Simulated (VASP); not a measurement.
# Si6Ni3B in VASP: relaxation of the atoms with PBEsol

Aim: the relaxation of the atoms of Si6Ni3B with PBEsol.

Program: VASP 6.6.1. These are calculated values, not measurements. Logs are shortened: lines on timing, memory, paths and dates and some standing lists are left out, and cuts for length are marked.

### Step 1. The cell of the first run

The cell holds a slab with vacuum, 10 atoms: a = 3.812 Å, b = 3.812 Å, c = 26.782 Å, α = 90.00°, β = 90.00°, γ = 120.00°.

### Step 2. Relaxation of the atoms, PBEsol

INCAR reads:

```
SYSTEM = Si6Ni3B
PREC     = Accurate       ! precision mode
ENCUT    = 520            ! plane-wave cutoff, eV
EDIFF    = 1E-6           ! SCF threshold, eV
ISMEAR   = 0              ! smearing method
SIGMA    = 0.1            ! smearing width, eV
LREAL    = .FALSE.        ! projectors in reciprocal space
LASPH    = .TRUE.         ! aspherical terms in the spheres
NELM     = 100            ! most SCF steps
ALGO     = Fast           ! electronic algorithm
ISIF     = 2              ! what is computed and relaxed
LWAVE    = .FALSE.        ! write WAVECAR
LCHARG   = .FALSE.        ! write CHGCAR
LDIPOL   = .TRUE.       
IDIPOL   = 3            
DIPOL    = 0.5 0.5 0.482
GGA      = PS             ! functional
IBRION   = 2              ! ionic algorithm
NSW      = 90             ! ionic steps
EDIFFG   = -0.03          ! ionic threshold
```

KPOINTS reads:

```
regular mesh
0
G
  9 9 1
  0 0 0
```

POSCAR reads:

```
Si6Ni3B
1.0
    3.8123023566      0.0000000000      0.0000000000
   -1.9061511783      3.3015506877      0.0000000000
    0.0000000000      0.0000000000     26.7818295990
Si Ni B
6 3 1
Selective dynamics
Direct
    0.0000000000      0.0000000000      0.3173793623  F F F
    0.3333333333      0.6666666667      0.3754921180  F F F
    0.6666666667      0.3333333333      0.4336048737  F F F
    0.0000000000      0.0000000000      0.4921738523  T T T
    0.3333333333      0.6666666667      0.5508695987  T T T
    0.6666666667      0.3333333333      0.6033679212  T T T
    0.6666666667      0.3333333333      0.3464357401  F F F
    0.3333333333      0.6666666667      0.4630421945  T T T
    0.0000000000      0.0000000000      0.5777833258  T T T
    0.0000000000      0.0000000000      0.6556421691  T T T
```

Potentials or basis: VASP PAW PBE potentials, release 64 (Si, Ni, B).

Launch:

```console
$ cat potpaw_PBE.64/Si/POTCAR potpaw_PBE.64/Ni/POTCAR potpaw_PBE.64/B/POTCAR > POTCAR
$ mpirun -np 1 vasp_std > vasp.out
```

OUTCAR:

```text
SYSTEM = Si6Ni3B
   PREC = Accurate
   ENCUT = 520
   EDIFF = 1E-6
   ISMEAR = 0
   LREAL = .FALSE.
   LASPH = .TRUE.
   NELM = 100
   ISIF = 2
   GGA = PS
   IBRION = 2
   NSW = 90
   EDIFFG = -0.03

 ion  position               nearest neighbor table
   1  0.000  0.000  0.317-   7 2.33   7 2.33   7 2.33   2 2.70   2 2.70   2 2.70
   2  0.333  0.667  0.375-   7 2.33   7 2.33   7 2.33   8 2.34   3 2.70   1 2.70   3 2.70   1 2.70
                             1 2.70   3 2.70
   3  0.667  0.333  0.434-   7 2.33   8 2.34   8 2.34   8 2.34   2 2.70   2 2.70   2 2.70   4 2.70
                             4 2.70   4 2.70
   4  0.000  0.000  0.492-   9 2.29   8 2.34   8 2.34   8 2.34   3 2.70   3 2.70   3 2.70   5 2.70
                             5 2.70   5 2.70
   5  0.333  0.667  0.551-   9 2.32   9 2.32   9 2.32   8 2.35   6 2.61   6 2.61   6 2.61   4 2.70
                             4 2.70   4 2.70
   6  0.667  0.333  0.603-   9 2.31   9 2.31   9 2.31  10 2.61  10 2.61  10 2.61   5 2.61   5 2.61
                             5 2.61
   7  0.667  0.333  0.346-   1 2.33   1 2.33   1 2.33   2 2.33   2 2.33   2 2.33   3 2.33
   8  0.333  0.667  0.463-   4 2.34   4 2.34   4 2.34   3 2.34   3 2.34   3 2.34   2 2.34   5 2.35

   9  0.000  0.000  0.578-  10 2.09   4 2.29   6 2.31   6 2.31   6 2.31   5 2.32   5 2.32   5 2.32

  10  0.000  0.000  0.656-   9 2.09   6 2.61   6 2.61   6 2.61

  LATTYP: Found a hexagonal cell.
 ALAT       =     3.8123023566
 C/A-ratio  =     7.0251063777

  Lattice vectors:

 A1 = (   3.8123023566,   0.0000000000,   0.0000000000)
 A2 = (  -1.9061511783,   3.3015506877,   0.0000000000)
 A3 = (   0.0000000000,   0.0000000000,  26.7818295990)

Analysis of symmetry for initial positions (statically):
=====================================================================
 Subroutine PRICEL returns:
 Original cell was already a primitive cell.

 Routine SETGRP: Setting up the symmetry group for a
 hexagonal supercell.

 Subroutine GETGRP returns: Found  6 space group operations
 (whereof  6 operations were pure point group operations)
 out of a pool of 24 trial point group operations.

The static configuration has the point symmetry C_3v.

Analysis of symmetry for dynamics (positions and initial velocities):
=====================================================================
 Subroutine PRICEL returns:
 Original cell was already a primitive cell.

 Routine SETGRP: Setting up the symmetry group for a
 hexagonal supercell.

 Subroutine GETGRP returns: Found  6 space group operations
 (whereof  6 operations were pure point group operations)
 out of a pool of 24 trial point group operations.

The dynamic configuration has the point symmetry C_3v.

Analysis of constrained symmetry for selective dynamics:
=====================================================================
 Subroutine PRICEL returns:
 Original cell was already a primitive cell.

 Routine SETGRP: Setting up the symmetry group for a
 hexagonal supercell.

 Subroutine GETGRP returns: Found  6 space group operations
 (whereof  6 operations were pure point group operations)
 out of a pool of 24 trial point group operations.

The constrained configuration has the point symmetry C_3v.

 Subroutine INISYM returns: Found  6 space group operations
 (whereof  6 operations are pure point group operations),
 and found     1 'primitive' translations

----------------------------------------------------------------------------------------

                                     Primitive cell

  volume of cell :     337.0898

  direct lattice vectors                    reciprocal lattice vectors
     3.812302357  0.000000000  0.000000000     0.262308680  0.151443987  0.000000000
    -1.906151178  3.301550688  0.000000000     0.000000000  0.302887974  0.000000000
     0.000000000  0.000000000 26.781829599     0.000000000  0.000000000  0.037338749

  length of vectors
     3.812302357  3.812302357 26.781829599     0.302887974  0.302887974  0.037338749

  position of ions in fractional coordinates (direct lattice)
     0.000000000  0.000000000  0.317379362
     0.333333333  0.666666667  0.375492118
     0.666666667  0.333333333  0.433604874
     0.000000000  0.000000000  0.492173852
     0.333333333  0.666666667  0.550869599
     0.666666667  0.333333333  0.603367921
     0.666666667  0.333333333  0.346435740
     0.333333333  0.666666667  0.463042194
     0.000000000  0.000000000  0.577783326
     0.000000000  0.000000000  0.655642169

  ion indices of the primitive-cell ions
   primitive index   ion index
                 1           1
                 2           2
                 3           3
                 4           4
                 5           5
                 6           6
                 7           7
                 8           8
                 9           9
                10          10

----------------------------------------------------------------------------------------

 KPOINTS: regular mesh

Automatic generation of k-mesh.
 Grid dimensions read from file:
 generate k-points for:    9    9    1

 Generating k-lattice:

  Cartesian coordinates                     Fractional coordinates (reciprocal lattice)
     0.029145409  0.016827110  0.000000000     0.111111111  0.000000000  0.000000000
     0.000000000  0.033654219  0.000000000     0.000000000  0.111111111  0.000000000
     0.000000000  0.000000000  0.037338749     0.000000000  0.000000000  1.000000000

  Length of vectors
     0.033654219  0.033654219  0.037338749

  Shift w.r.t. Gamma in fractional coordinates (k-lattice)
     0.000000000  0.000000000  0.000000000

 Subroutine IBZKPT returns following result:
 ===========================================

 Found     12 irreducible k-points:

 Following reciprocal coordinates:
            Coordinates               Weight
  0.000000  0.000000  0.000000      1.000000
  0.111111 -0.000000  0.000000      6.000000
  0.222222 -0.000000  0.000000      6.000000
  0.333333 -0.000000  0.000000      6.000000
  0.444444 -0.000000  0.000000      6.000000
  0.111111  0.111111  0.000000      6.000000
  0.222222  0.111111  0.000000     12.000000
  0.333333  0.111111  0.000000     12.000000
  0.444444  0.111111  0.000000      6.000000
  0.222222  0.222222  0.000000      6.000000
  0.333333  0.222222  0.000000     12.000000
  0.333333  0.333333  0.000000      2.000000
   k-points           NKPTS =     12   k-points in BZ     NKDIM =     12   number of bands    NBANDS=     34
   number of dos      NEDOS =    301   number of ions     NIONS =     10
   total plane-waves  NPLWV = 156800
   dimension x,y,z NGX =    28 NGY =   28 NGZ =  200
   dimension x,y,z NGXF=    56 NGYF=   56 NGZF=  400
   ions per type =               6   3   1
   NGX,Y,Z   is equivalent  to a cutoff of  12.21, 12.21, 12.41 a.u.
   NGXF,Y,Z  is equivalent  to a cutoff of  24.42, 24.42, 24.83 a.u.
 SYSTEM =  Si6Ni3B
   PREC   = accura    normal or accurate (medium, high low for compatibility)
   ISTART =      0    job   : 0-new  1-cont  2-samecut
   ICHARG =      2    charge: 1-file 2-atom 10-const
   ISPIN  =      1    spin polarized calculation?
   LNONCOLLINEAR =      F non collinear calculations
   LSORBIT =      F    spin-orbit coupling
   LASPH  =      T    aspherical Exc in radial PAW
   ENCUT  =  520.0 eV  38.22 Ry    6.18 a.u.   7.09  7.09 49.80*2*pi/ulx,y,z
   NELM   =    100;   NELMIN=  2; NELMDL= -5     # of ELM steps
   EDIFF  = 0.1E-05   stopping-criterion for ELM
   LREAL  =      F    real-space projection
   EDIFFG = -.3E-01   stopping-criterion for IOM
   NSW    =     90    number of steps for IOM
   IBRION =      2    ionic relax: 0-MD 1-quasi-New 2-CG
   NFREE  =      1    steps in history (QN), initial steepest desc. (CG)
   ISIF   =      2    stress and relaxation
   ISYM   =      2    0-nonsym 1-usesym 2-fastsym
   POTIM  = 0.5000    time-step for ionic-motion
   TEBEG  =    0.0;   TEEND  =   0.0 temperature during run
   PSTRESS=    0.0 pullay stress
   NELECT =      57.0000    total number of electrons
   NUPDOWN=      -1.0000    fix difference up-down
   EMIN   =  10.00;   EMAX   =-10.00  energy-range for DOS
   EFERMI =   0.00;   METHOD = LEGACY
   ISMEAR =     0;   SIGMA  =   0.10  broadening in eV -4-tet -1-fermi 0-gaus
   EFERMI_NEDOS =   21; number of points for ismear=-14 and -15
   IALGO  =     68    algorithm
   IMIX   =      4    mixing-type and parameters
     AMIX     =   0.40;   BMIX     =  1.00
     AMIX_MAG =   1.60;   BMIX_MAG =  1.00
  volume/ion in A,a.u.               =      33.71       227.48
  Fermi-wavevector in a.u.,A,eV,Ry     =   0.905283  1.710738 11.150494  0.819538
  Thomas-Fermi vector in A             =   2.028833
   LORBIT       =      0    0 simple, 1 ext, 2 COOP (PROOUT), +10 PAW based schemes
   GGA     = PS    functional components
   LHFCALC =     F    Hartree Fock is set to
   AEXX    =    0.0000 exact exchange contribution
   IVDW    =     0    specifies the selected vdW correction
   LEPSILON=     F    determine dielectric tensor
   LRPA    =     F    only Hartree local field effects (RPA)
 conjugate gradient relaxation of ions
 non-spin polarized calculation
 RMM-DIIS sequential band-by-band and
 Gauss-broadening in eV      SIGMA  =   0.10
  energy-cutoff  :      520.00
  volume of cell :      337.09
 maximum number of plane-waves:      9099
   NGX = 15   NGY = 15   NGZ = 99

--------------------------------------- Ionic step        1  -------------------------------------------

 number of electron      57.0000003 magnetization

 Free energy of the ion-electron system (eV)
  ---------------------------------------------------
  ext. energy  EPLUGINS =         0.00000000
  ---------------------------------------------------
  free energy    TOTEN  =       -58.68084288 eV

  energy without entropy =      -58.65711085  energy(sigma->0) =      -58.66897686

------------------------ aborting loop because EDIFF is reached ----------------------------------------

  FORCE on cell =-STRESS in cart. coord.  units (eV):
  Direction    XX          YY          ZZ          XY          YZ          ZX
  --------------------------------------------------------------------------------------
  -------------------------------------------------------------------------------------
  Total       -4.2340015     -4.2340015     -0.7431037      0.0000000      0.0000000     -0.0000000
  in kB      -20.1240804    -20.1240804     -3.5319494      0.0000000      0.0000000     -0.0000000
  external PRESSURE =     -14.5933701 kB  Pullay stress =       0.0000000 kB
[... 113 lines left out ...]
  FREE ENERGIE OF THE ION-ELECTRON SYSTEM (eV)
  ---------------------------------------------------
  free  energy   TOTEN  =       -59.6768564255 eV

  energy  without entropy=      -59.6484922725  energy(sigma->0) =      -59.66267435

 vacuum level on the upper side and lower side of the slab       (xc-potential included)        -0.070        -0.285

 dipolmoment           0.000000      0.000000     -0.076173 electrons x Angstroem

[... ionic steps 4 to 19 ...]

--------------------------------------- Ionic step       20  -------------------------------------------

 number of electron      57.0000001 magnetization

------------------------ aborting loop because EDIFF is reached ----------------------------------------
[... 83 lines left out ...]
--------------------------------------- Ionic step       22  -------------------------------------------

 number of electron      57.0000001 magnetization

 dipolmoment           0.000000      0.000000      0.052064 electrons x Angstroem

 Free energy of the ion-electron system (eV)
  ---------------------------------------------------
  ext. energy  EPLUGINS =         0.00000000
  ---------------------------------------------------
  free energy    TOTEN  =       -60.25587818 eV

  energy without entropy =      -60.23283433  energy(sigma->0) =      -60.24435625

 E-fermi :   0.5137     XC(G=0):  -5.2199

 val. band max:        0.4895538052   @ k =   0.3333  -0.0000   0.0000
 cond. band min:       0.5433101683   @ k =   0.2222  -0.0000   0.0000
 fundamental gap:      0.0537563631
 Fermi energy:         0.5136913783

 k-point     1 :       0.0000    0.0000    0.0000
  band No.  band energies     occupation
      1     -12.5281      2.00000
      2     -11.2087      2.00000
      3      -9.9375      2.00000
      4      -8.6716      2.00000
      5      -6.5003      2.00000
      6      -4.4525      2.00000
[... 433 lines left out ...]
     33       2.8097      0.00000
     34       2.8738      0.00000

------------------------ aborting loop because EDIFF is reached ----------------------------------------

 vacuum level on the upper side and lower side of the slab       (xc-potential included)         0.359        -0.374

  FORCE on cell =-STRESS in cart. coord.  units (eV):
  Direction    XX          YY          ZZ          XY          YZ          ZX
  --------------------------------------------------------------------------------------
  -------------------------------------------------------------------------------------
  Total      -11.6462278    -11.6462278     -1.3486323      0.0000000      0.0000000      0.0000000
  in kB      -55.3541663    -55.3541663     -6.4100081      0.0000000      0.0000000      0.0000000
  external PRESSURE =     -39.0394469 kB  Pullay stress =       0.0000000 kB
[... 25 lines left out ...]
  FREE ENERGIE OF THE ION-ELECTRON SYSTEM (eV)
  ---------------------------------------------------
  free  energy   TOTEN  =       -60.2558781755 eV

  energy  without entropy=      -60.2328343301  energy(sigma->0) =      -60.24435625

 reached required accuracy - stopping structural energy minimisation

 vacuum level on the upper side and lower side of the slab         5.884         5.137
```

It took 1.6 h on 1 thread of Oxide Virtual Turin-like, shared host; peak memory 0.47 GiB.

What came out:

- Free energy: -60.2559 eV
- Energy gained by relaxing: 157.5 meV/atom
- Ionic steps: 22
- Band gap on the k mesh: zero (an odd number of electrons rules out a gap without spin polarisation)

Step by step:
```csv
step,energy change (eV),largest force on free atoms (eV/Å),pressure (GPa)
1,0.0000,2.2319,-1.46
2,-0.3193,1.9425,-1.80
3,-0.9960,1.6385,-2.13
4,1.7536,17.3501,1.67
5,-1.0382,2.1618,-2.04
6,-1.2925,0.9796,-2.39
7,-1.3953,1.1076,-2.45
8,-1.4651,0.8162,-2.48
9,-1.4724,0.6901,-2.48
10,-1.4939,0.3883,-2.61
11,-1.4954,0.4099,-2.66
12,-1.5107,0.2879,-2.83
13,-1.5185,0.3333,-3.08
14,-1.5323,0.3220,-3.17
15,-1.5497,0.2877,-3.45
16,-1.5619,0.2363,-3.59
17,-1.5663,0.2104,-3.74
18,-1.5721,0.1357,-3.84
19,-1.5722,0.1391,-3.81
20,-1.5746,0.0722,-3.88
21,-1.5747,0.0665,-3.89
22,-1.5750,0.0214,-3.90
```

Final structure:
```yaml
crystal:
  lattice:
    - [3.81230, 0.00000, 0.00000]
    - [-1.90615, 3.30155, 0.00000]
    - [0.00000, 0.00000, 26.78183]
  atoms:
    - { symbol: Si, position: [0.00000, 0.00000, 0.31738] }
    - { symbol: Si, position: [0.33333, 0.66667, 0.37549] }
    - { symbol: Si, position: [0.66667, 0.33333, 0.43360] }
    - { symbol: Si, position: [0.00000, 0.00000, 0.49431] }
    - { symbol: Si, position: [0.33333, 0.66667, 0.55160] }
    - { symbol: Si, position: [0.66667, 0.33333, 0.64745] }
    - { symbol: Ni, position: [0.66667, 0.33333, 0.34644] }
    - { symbol: Ni, position: [0.33333, 0.66667, 0.46199] }
    - { symbol: Ni, position: [0.00000, 0.00000, 0.57898] }
    - { symbol: B, position: [0.00000, 0.00000, 0.65133] }
```

Caveat: the PAW data sets were made with another functional, which shifts forces and pressure a little; an odd number of electrons without spin polarisation forces a metal; a magnetic or distorted state may lie lower.

The gap in the log of VASP goes by the Fermi energy; the results here count the filled bands.